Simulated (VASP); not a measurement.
# MgB2 (R-3m) in VASP: further runs

Runs on MgB2. Level: PBE. Tasks: single point.

Everything below comes from runs of VASP 6.6.1. Logs are shortened: lines on timing, memory, paths and dates and some standing lists are left out, and cuts for length are marked.

## Step 1: The cell of the first run

Symmetry: R-3m, No. 166, trigonal system. Conventional cell: a = 2.813 Å, b = 2.813 Å, c = 12.745 Å, α = 90.00°, β = 90.00°, γ = 120.00°. Mg (site symmetry -3m) has 6 B at 1.94 Å within 2.6 Å. B (site symmetry 3m) has 3 Mg at 1.94 Å within 2.6 Å.

## Step 2: Single point, PBE

Input file INCAR:

```
ALGO = Normal
EDIFF = 1E-6
ENCUT = 520
GGA = PE
ISIF = 2
ISMEAR = 0
LASPH = True
LCHARG = True
LELF = True
LREAL = False
LVHAR = True
LWAVE = False
NBANDS = 11
NELM = 60
PREC = Accurate
SIGMA = 0.1
```

Input file KPOINTS:

```
k-points
0
Gamma
  6 6 6
```

Input file POSCAR:

```
MgB2
1.0
    1.4066681167      0.8121402158      4.2484975563
   -1.4066681167      0.8121402158      4.2484975563
    0.0000000000     -1.6242804317      4.2484975563
Mg B
1 2
Direct
    0.0000000000      0.0000000000      0.0000000000
    0.7500000000      0.7500000000      0.7500000000
    0.2500000000      0.2500000000      0.2500000000
```

Potentials or basis: VASP PAW PBE potentials, release 64 (Mg, B).

Command:

```sh
> cat potpaw_PBE.64/Mg/POTCAR potpaw_PBE.64/B/POTCAR > POTCAR
> mpirun -np 1 vasp_std > vasp.out
```

OUTCAR:

```text
EDIFF = 1E-6
   ENCUT = 520
   GGA = PE
   ISIF = 2
   ISMEAR = 0
   LASPH = True
   LREAL = False
   NELM = 60
   PREC = Accurate

 ion  position               nearest neighbor table
   1  0.000  0.000  0.000-   2 1.94   2 1.94   3 1.94   3 1.94   2 1.94   3 1.94
   2  0.750  0.750  0.750-   1 1.94   1 1.94   1 1.94
   3  0.250  0.250  0.250-   1 1.94   1 1.94   1 1.94

  LATTYP: Found a trigonal (rhomboedric) cell.
 ALAT       =     4.5484083377
 COS(alpha) =     0.8087090652

  Lattice vectors:

 A1 = (   1.4066681167,   0.8121402158,   4.2484975563)
 A2 = (  -1.4066681167,   0.8121402158,   4.2484975563)
 A3 = (   0.0000000000,  -1.6242804317,   4.2484975563)

Analysis of symmetry for initial positions (statically):
=====================================================================
 Subroutine PRICEL returns:
 Original cell was already a primitive cell.

 Routine SETGRP: Setting up the symmetry group for a
 trigonal (rhombohedral) supercell.

 Subroutine GETGRP returns: Found 12 space group operations
 (whereof 12 operations were pure point group operations)
 out of a pool of 12 trial point group operations.

The static configuration has the point symmetry D_3d.

Analysis of symmetry for dynamics (positions and initial velocities):
=====================================================================
 Subroutine PRICEL returns:
 Original cell was already a primitive cell.

 Routine SETGRP: Setting up the symmetry group for a
 trigonal (rhombohedral) supercell.

 Subroutine GETGRP returns: Found 12 space group operations
 (whereof 12 operations were pure point group operations)
 out of a pool of 12 trial point group operations.

The dynamic configuration has the point symmetry D_3d.

 Subroutine INISYM returns: Found 12 space group operations
 (whereof 12 operations are pure point group operations),
 and found     1 'primitive' translations

----------------------------------------------------------------------------------------

                                     Primitive cell

  volume of cell :      29.1212

  direct lattice vectors                    reciprocal lattice vectors
     1.406668117  0.812140216  4.248497556     0.355449871  0.205219078  0.078459109
    -1.406668117  0.812140216  4.248497556    -0.355449871  0.205219078  0.078459109
     0.000000000 -1.624280432  4.248497556     0.000000000 -0.410438157  0.078459109

  length of vectors
     4.548408338  4.548408338  4.548408338     0.417869971  0.417869971  0.417869971

  position of ions in fractional coordinates (direct lattice)
     0.000000000  0.000000000  0.000000000
     0.750000000  0.750000000  0.750000000
     0.250000000  0.250000000  0.250000000

  ion indices of the primitive-cell ions
   primitive index   ion index
                 1           1
                 2           2
                 3           3

----------------------------------------------------------------------------------------

 KPOINTS: k-points

Automatic generation of k-mesh.
 Grid dimensions read from file:
 generate k-points for:    6    6    6

 Generating k-lattice:

  Cartesian coordinates                     Fractional coordinates (reciprocal lattice)
     0.059241645  0.034203180  0.013076518     0.166666667 -0.000000000  0.000000000
    -0.059241645  0.034203180  0.013076518    -0.000000000  0.166666667  0.000000000
     0.000000000 -0.068406359  0.013076518     0.000000000  0.000000000  0.166666667

  Length of vectors
     0.069644995  0.069644995  0.069644995

  Shift w.r.t. Gamma in fractional coordinates (k-lattice)
     0.000000000  0.000000000  0.000000000

 Subroutine IBZKPT returns following result:
 ===========================================

 Found     32 irreducible k-points:

 Following reciprocal coordinates:
            Coordinates               Weight
  0.000000  0.000000  0.000000      1.000000
  0.166667  0.000000  0.000000      6.000000
  0.333333  0.000000  0.000000      6.000000
  0.500000  0.000000 -0.000000      3.000000
  0.166667  0.166667  0.000000      6.000000
  0.333333  0.166667  0.000000     12.000000
[... 16 lines left out ...]
  0.500000  0.500000  0.166667      6.000000
 -0.333333  0.500000  0.166667     12.000000
 [... further k-points ...]
   k-points           NKPTS =     32   k-points in BZ     NKDIM =     32   number of bands    NBANDS=     11
   number of dos      NEDOS =    301   number of ions     NIONS =      3
   total plane-waves  NPLWV =  46656
   dimension x,y,z NGX =    36 NGY =   36 NGZ =   36
   dimension x,y,z NGXF=    72 NGYF=   72 NGZF=   72
   ions per type =               1   2
   NGX,Y,Z   is equivalent  to a cutoff of  13.16, 13.16, 13.16 a.u.
   NGXF,Y,Z  is equivalent  to a cutoff of  26.32, 26.32, 26.32 a.u.
 SYSTEM =  unknown system
   PREC   = accura    normal or accurate (medium, high low for compatibility)
   ISTART =      0    job   : 0-new  1-cont  2-samecut
   ICHARG =      2    charge: 1-file 2-atom 10-const
   ISPIN  =      1    spin polarized calculation?
   LNONCOLLINEAR =      F non collinear calculations
   LSORBIT =      F    spin-orbit coupling
   LASPH  =      T    aspherical Exc in radial PAW
   ENCUT  =  520.0 eV  38.22 Ry    6.18 a.u.   8.46  8.46  8.46*2*pi/ulx,y,z
   NELM   =     60;   NELMIN=  2; NELMDL= -5     # of ELM steps
   EDIFF  = 0.1E-05   stopping-criterion for ELM
   LREAL  =      F    real-space projection
   EDIFFG = 0.1E-04   stopping-criterion for IOM
   NSW    =      0    number of steps for IOM
   IBRION =     -1    ionic relax: 0-MD 1-quasi-New 2-CG
   NFREE  =      0    steps in history (QN), initial steepest desc. (CG)
   ISIF   =      2    stress and relaxation
   ISYM   =      2    0-nonsym 1-usesym 2-fastsym
   POTIM  = 0.5000    time-step for ionic-motion
   TEBEG  =    0.0;   TEEND  =   0.0 temperature during run
   PSTRESS=    0.0 pullay stress
   NELECT =       8.0000    total number of electrons
   NUPDOWN=      -1.0000    fix difference up-down
   EMIN   =  10.00;   EMAX   =-10.00  energy-range for DOS
   EFERMI =   0.00;   METHOD = LEGACY
   ISMEAR =     0;   SIGMA  =   0.10  broadening in eV -4-tet -1-fermi 0-gaus
   EFERMI_NEDOS =   21; number of points for ismear=-14 and -15
   IALGO  =     38    algorithm
   IMIX   =      4    mixing-type and parameters
     AMIX     =   0.40;   BMIX     =  1.00
     AMIX_MAG =   1.60;   BMIX_MAG =  1.00
  volume/ion in A,a.u.               =       9.71        65.51
  Fermi-wavevector in a.u.,A,eV,Ry     =   1.064229  2.011101 15.409730  1.132583
  Thomas-Fermi vector in A             =   2.199740
   LORBIT       =      0    0 simple, 1 ext, 2 COOP (PROOUT), +10 PAW based schemes
   GGA     = PE    functional components
   LHFCALC =     F    Hartree Fock is set to
   AEXX    =    0.0000 exact exchange contribution
   IVDW    =     0    specifies the selected vdW correction
   LEPSILON=     F    determine dielectric tensor
   LRPA    =     F    only Hartree local field effects (RPA)
 non-spin polarized calculation
 Gauss-broadening in eV      SIGMA  =   0.10
  energy-cutoff  :      520.00
  volume of cell :       29.12
 maximum number of plane-waves:       798
 NGX is ok and might be reduce to    36
   NGX = 17   NGY = 17   NGZ = 17

 number of electron       8.0000000 magnetization

 Free energy of the ion-electron system (eV)
  ---------------------------------------------------
  ext. energy  EPLUGINS =         0.00000000
  ---------------------------------------------------
  free energy    TOTEN  =        -4.96307215 eV

  energy without entropy =       -4.95527313  energy(sigma->0) =       -4.95917264

 E-fermi :   5.2921     XC(G=0): -11.0127

 val. band max:        5.2389415703   @ k =  -0.3333   0.5000   0.3333
 cond. band min:       5.3069914399   @ k =   0.5000   0.3333   0.1667
 fundamental gap:      0.0680498696
 Fermi energy:         5.2920662451

 k-point     1 :       0.0000    0.0000    0.0000
  band No.  band energies     occupation
      1      -7.0446      2.00000
      2      -0.1905      2.00000
      3       0.3467      2.00000
      4       8.3580      0.00000
      5       8.3580      0.00000
      6      10.7648      0.00000
      7      10.7648      0.00000
      8      11.8614      0.00000
      9      18.6579      0.00000
     10      20.0437      0.00000
     11      20.0438      0.00000

 k-point     2 :       0.1667    0.0000    0.0000
  band No.  band energies     occupation
      1      -6.4133      2.00000
      2      -0.1691      2.00000
      3       1.3884      2.00000
      4       6.2057      0.00000
      5       7.9990      0.00000
      6       9.1754      0.00000
      7       9.8343      0.00000
      8      11.1903      0.00000
      9      17.9360      0.00000
     10      19.0985      0.00000
     11      20.3281      0.00000

 k-point     3 :       0.3333    0.0000    0.0000
  band No.  band energies     occupation
      1      -4.5740      2.00000
      2       0.5521      2.00000
      3       2.5258      2.00000
      4       3.5253      2.00000
      5       6.0065      0.00000
      6       7.4784      0.00000
      7       8.3928      0.00000
      8       9.1959      0.00000
      9      16.3955      0.00000
     10      17.6869      0.00000
     11      21.7896      0.00000

 k-point     4 :       0.5000    0.0000   -0.0000
  band No.  band energies     occupation
      1      -1.9857      2.00000
      2      -1.3874      2.00000
      3       3.0268      2.00000
      4       3.1214      2.00000
      5       5.5395      0.00047
      6       7.2757      0.00000
      7       7.3936      0.00000
      8       7.6768      0.00000
      9      16.3228      0.00000
     10      16.5524      0.00000
     11      21.7907      0.00000

 k-point     5 :       0.1667    0.1667    0.0000
  band No.  band energies     occupation
      1      -6.3536      2.00000
      2      -0.7875      2.00000
      3       2.0846      2.00000
      4       6.5574      0.00000
      5       7.7363      0.00000
      6       8.4514      0.00000
      7      10.2879      0.00000
      8      11.3546      0.00000
      9      17.5421      0.00000
     10      19.6177      0.00000
     11      20.5848      0.00000
[... 211 lines left out ...]
 k-point    21 :      -0.3333    0.3333    0.1667
  band No.  band energies     occupation
      1      -2.1877      2.00000
      2      -0.3618      2.00000
      3       0.8727      2.00000
      4       3.8272      2.00000
      5       5.8570      0.00000
      6       6.4643      0.00000
      7       7.9580      0.00000
      8       8.7418      0.00000
      9      16.6670      0.00000
     10      17.7648      0.00000
     11      19.5749      0.00000

 k-point    22 :      -0.1667    0.3333    0.1667
  band No.  band energies     occupation
      1      -2.8801      2.00000
      2       0.9992      2.00000
      3       2.0234      2.00000
      4       3.0080      2.00000
      5       4.3622      2.00000
      6       6.0442      0.00000
      7       7.1348      0.00000
      8       9.9433      0.00000
      9      17.0518      0.00000
     10      18.4648      0.00000
     11      20.8551      0.00000

 k-point    23 :       0.5000    0.5000    0.1667
  band No.  band energies     occupation
      1      -3.8077      2.00000
      2      -1.7010      2.00000
      3       2.4564      2.00000
      4       4.7123      2.00000
      5       6.7815      0.00000
      6       7.6979      0.00000
      7       9.4845      0.00000
      8       9.7279      0.00000
      9      14.2279      0.00000
     10      17.6287      0.00000
     11      20.0746      0.00000

 k-point    24 :      -0.3333    0.5000    0.1667
  band No.  band energies     occupation
      1      -2.0478      2.00000
      2      -0.3941      2.00000
      3       0.8541      2.00000
      4       3.2286      2.00000
      5       5.0479      1.99944
      6       7.5340      0.00000
      7       8.4715      0.00000
      8       9.4157      0.00000
      9      15.4883      0.00000
     10      17.3440      0.00000
     11      19.3537      0.00000

 [... further k-points ...]
[... 5 lines left out ...]
  --------------------------------------------------------------------------------------
  -------------------------------------------------------------------------------------
  Total       14.8129712     14.8129712      9.9008511     -0.0000000     -0.0000000      0.0000000
  in kB      814.9734802    814.9734802    544.7206381     -0.0000000     -0.0000000      0.0000000
  external PRESSURE =     724.8891995 kB  Pullay stress =       0.0000000 kB

 VOLUME and BASIS-vectors are now :
 -----------------------------------------------------------------------------
  energy-cutoff  :      520.00
  volume of cell :       29.12
      direct lattice vectors                 reciprocal lattice vectors
     1.406668117  0.812140216  4.248497556     0.355449871  0.205219078  0.078459109
    -1.406668117  0.812140216  4.248497556    -0.355449871  0.205219078  0.078459109
     0.000000000 -1.624280432  4.248497556     0.000000000 -0.410438157  0.078459109

 POSITION                                       TOTAL-FORCE (eV/Angst)
 -----------------------------------------------------------------------------------
      0.00000      0.00000      0.00000         0.000000      0.000000      0.000000
      0.00000     -0.00000      9.55912         0.000000     -0.000000      7.984313
      0.00000     -0.00000      3.18637         0.000000      0.000000     -7.984313
 -----------------------------------------------------------------------------------
    total drift:                               -0.000000     -0.000000     -0.000000

  FREE ENERGIE OF THE ION-ELECTRON SYSTEM (eV)
  ---------------------------------------------------
  free  energy   TOTEN  =        -4.9630721454 eV

  energy  without entropy=       -4.9552731265  energy(sigma->0) =       -4.95917264
```

Wall time 20 s (1 thread of Intel Xeon 6975P-C (Granite Rapids), shared host); peak memory 0.2 GiB.

Results:

```yaml
Free_energy: -4.9631 eV
Pressure: 72.5 GPa
Largest_force: 7.984 eV/Å
Band_gap_on_the_k_mesh: zero (band 4 reaches 8.65 eV, above the bottom of band 5 at 3.47 eV)
```

Forces on the atoms (eV/Å):
```
Mg   0.000  0.000  0.000
B    0.000  0.000  7.984
B    0.000  0.000 -7.984
```

Stress tensor (GPa, compression positive):
```
81.50  0.00  0.00
 0.00 81.50  0.00
 0.00  0.00 54.47
```

Caveat: the k points lie up to 0.44 Å⁻¹ apart; forces of over 1 eV/Å act on the atoms, so gaps and moduli don't describe the material at rest.

## Step 3: Single point, PBE

This run uses another cell than the first one, of 11.13 Å³/atom, 1.147 times its volume.

Input file INCAR:

```
PREC = Accurate
ENCUT = 520
EDIFF = 1E-6
ISMEAR = 0
SIGMA = 0.1
LREAL = False
LASPH = True
NELM = 80
ALGO = Normal
ISIF = 2
LWAVE = False
LCHARG = False
GGA = PE
NBANDS = 11
```

Input file KPOINTS:

```
regular mesh
0
Gamma
  6 6 6
```

Input file POSCAR:

```
MgB2
1.0
    1.5195789653      0.8773293247      4.1741408653
   -1.5195789653      0.8773293247      4.1741408653
    0.0000000000     -1.7546586494      4.1741408653
Mg B
1 2
Direct
    0.0000000000      0.0000000000      0.0000000000
    0.8212803147      0.8212803147      0.8212803147
    0.1787196853      0.1787196853      0.1787196853
```

Potentials or basis: VASP PAW PBE potentials, release 64 (Mg, B).

Command:

```sh
> cat potpaw_PBE.64/Mg/POTCAR potpaw_PBE.64/B/POTCAR > POTCAR
> mpirun -np 1 vasp_std > vasp.out
```

Wall time 20 s (1 thread of Intel Xeon 6975P-C (Granite Rapids), shared host); peak memory 0.2 GiB.

It converged, with:

| Property | Result |
| --- | --- |
| Free energy | -14.0477 eV |
| Pressure | -0.1 GPa |
| Largest force | 0.024 eV/Å |
| Band gap on the k mesh | zero (band 4 reaches 5.35 eV, above the bottom of band 5 at 2.87 eV) |

Forces on the atoms (eV/Å):
```
Mg   0.000  0.000  0.000
B    0.000  0.000 -0.024
B    0.000  0.000  0.024
```

Stress tensor (GPa, compression positive):
```
-0.08  0.00  0.00
 0.00 -0.08  0.00
 0.00  0.00 -0.20
```

Levels at points of the mesh, in eV from the Fermi level:
| k point | band 1 | band 2 | band 3 | band 4 | band 5 | band 6 | band 7 | band 8 | band 9 |
| --- | --- | --- | --- | --- | --- | --- | --- | --- | --- |
| (0.00, 0.00, 0.00) | -11.52 | -3.98 | -1.38 | 1.29 | 1.29 | 8.19 | 8.19 | 9.65 | 9.90 |
| (0.50, 0.00, 0.00) | -7.60 | -6.65 | -1.67 | -1.08 | 1.49 | 3.71 | 4.88 | 6.74 | 9.16 |
| (0.50, 0.50, 0.00) | -7.37 | -6.46 | -2.00 | -1.21 | -1.16 | 5.15 | 7.92 | 7.97 | 11.50 |
| (0.50, 0.50, 0.50) | -10.86 | -7.02 | 1.33 | 1.33 | 4.38 | 7.00 | 7.72 | 7.72 | 10.02 |

Caveat: the k points lie up to 0.41 Å⁻¹ apart.
